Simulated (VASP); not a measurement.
Here is a VASP 6.6.1 calculation.

File INCAR:

```
SYSTEM = N
ALGO     = Normal         ! electronic algorithm
EDIFF    = 1E-7           ! SCF threshold, eV
ENCUT    = 520            ! plane-wave cutoff, eV
GGA      = PS             ! functional
ISIF     = 2              ! what is computed and relaxed
ISMEAR   = 0              ! smearing method
LASPH    = .True.         ! aspherical terms in the spheres
LCHARG   = .False.        ! write CHGCAR
LREAL    = .False.        ! projectors in reciprocal space
LWAVE    = .False.        ! write WAVECAR
NBANDS   = 18             ! bands
NELM     = 80             ! most SCF steps
PREC     = Accurate       ! precision mode
SIGMA    = 0.05           ! smearing width, eV
```

KPOINTS

```
k-points
0
Gamma
  6 6 4
  0 0 0
```

Contents of POSCAR:

```
N
1.0
    4.3339221230      0.0000000000      0.0000000000
   -2.1669610615      3.7532866566      0.0000000000
    0.0000000000      0.0000000000      6.7257633696
N
4
Direct
    0.3333333333      0.6666666667      0.3289300400
    0.3333333333      0.6666666667      0.1710699600
    0.6666666667      0.3333333333      0.8289300400
    0.6666666667      0.3333333333      0.6710699600
```

Potentials or basis: VASP PAW PBE potentials, release 64 (N).

Command:

```sh
$ cat potpaw_PBE.64/N/POTCAR > POTCAR
$ mpirun -np 1 vasp_std > vasp.out
```

Q: What does it give for the largest force?

A: 9.245 eV/Å.

Q: What does it give for the band gap on the k mesh?

A: 7.46 eV, indirect (least direct gap 7.82 eV).

Stress tensor (GPa, compression positive):
```
-0.08  0.00  0.00
 0.00 -0.08  0.00
 0.00  0.00 28.52
```

Caveat: the cell differs from its parent crystal (strain +0.040 along x and y, -0.040 along z); the standard files for N, O and F lose accuracy on very short bonds; the PAW data sets were made with another functional, which shifts forces and pressure a little. A k mesh can miss the band edges.
